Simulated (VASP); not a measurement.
A run of VASP 6.6.1 is set up as follows.

File INCAR:

```
PREC = Accurate
ENCUT = 500
EDIFF = 1E-7
ISMEAR = 0
SIGMA = 0.2
LREAL = False
LASPH = True
NELM = 120
ALGO = Normal
ISIF = 3
LWAVE = False
LCHARG = False
GGA = PE
IBRION = 2
NSW = 36
EDIFFG = -0.08
GGA_COMPAT = False
NELMIN = 4
```

KPOINTS

```
regular mesh
0
Gamma
  4 4 4
```

POSCAR

```
Al3B2W
1.0
    2.7713810700      1.6000576100      3.1443827600
   -2.7713810700      1.6000576100      3.1443827600
    0.0000000000     -3.2001152200      3.1443827600
Al B W
3 2 1
Direct
    0.5000000000      0.5000000000      0.0000000000
    0.0000000000      0.5000000000      0.5000000000
    0.5000000000      0.0000000000      0.5000000000
    0.7632003800      0.7632003800      0.7632003800
    0.2367996200      0.2367996200      0.2367996200
    0.0000000000      0.0000000000      0.0000000000
```

Potentials or basis: VASP PAW PBE potentials, release 64 (Al, B, W_sv).

The run is started by

```sh
$ cat potpaw_PBE.64/Al/POTCAR potpaw_PBE.64/B/POTCAR potpaw_PBE.64/W_sv/POTCAR > POTCAR
$ mpirun -np 1 vasp_std > vasp.out
```

Predict the relaxed cell.

a = 5.006 Å, b = 5.006 Å, c = 5.006 Å, α = 64.47°, β = 64.47°, γ = 64.47°.

Estimate the relaxed volume.

16.23 Å³/atom.

Stress tensor (GPa, compression positive):
```
0.06 0.00 0.00
0.00 0.06 0.00
0.00 0.00 0.25
```

Caveat: the k points lie up to 0.36 Å⁻¹ apart in the final cell, too coarse for converged energies and pressures of a metal; the volume moved by over 15 % at a fixed basis, so the end points are rough.
